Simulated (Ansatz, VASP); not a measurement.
# One calculation of Ti, two programs

File POSCAR:

```
Ti
1.0
    0.0000000000      2.0300000000      2.0300000000
    2.0300000000      0.0000000000      2.0300000000
    2.0300000000      2.0300000000      0.0000000000
Ti
1
Direct
    0.0000000000      0.0000000000      0.0000000000
```

The input INCAR.step1:

```
ALGO = Normal
EDIFF = 1E-4
ENCUT = 520
GGA = PE
ISMEAR = -1
LASPH = T
LCHARG = F
LREAL = F
LWAVE = T
NBANDS = 12
NELM = 100
PREC = Accurate
SIGMA = 0.1
```

File INCAR.step2:

```
ALGO = Normal
EDIFF = 1E-6
ENCUT = 520
ISIF = 2
ISMEAR = -1
ISTART = 1
LASPH = T
LCHARG = F
LMIXTAU = T
LREAL = F
LWAVE = F
METAGGA = R2SCAN
NBANDS = 12
NELM = 100
PREC = Accurate
SIGMA = 0.1
```

The input KPOINTS:

```
k-points
0
Gamma
  12 12 12
```

Input for Ansatz:

```yaml
crystal:
  lattice:
    - [0.0, 2.03, 2.03]
    - [2.03, 0.0, 2.03]
    - [2.03, 2.03, 0.0]
  atoms:
    - { symbol: Ti, position: [0.0, 0.0, 0.0] }
basis:
  ecutwfc: 600.0
kpoints:
  mp_grid:
    grid: [12, 12, 12]
hamiltonian:
  xc: r2scan
scf:
  convergence:
    dr2_threshold: 1.0e-09
  occupations:
    method: fermi_dirac
    width: 0.1
output:
  stress: true
```

Alike in both runs: task single point; functional r2SCAN; k mesh 12 × 12 × 12; occupations fermi-dirac, width 0.1 eV; no spin polarisation.

```csv
,VASP,Ansatz
version,VASP 6.6.1,Ansatz 0.2.0
potentials or method,"VASP PAW PBE potentials, release 64 (Ti_sv), cutoff 520 eV","plane waves, PAW"
valence electrons in the cell,12,12
```

Ansatz gave:

```
pressure (GPa) : 4.6
```

Which values does VASP return?

Pressure (GPa): 5.0.

VASP's potentials were made for PBE, not for r2SCAN. With one functional, cell and mesh, what is left measures potentials, basis and numerics. Ansatz's warnings: stress scf threshold loose.
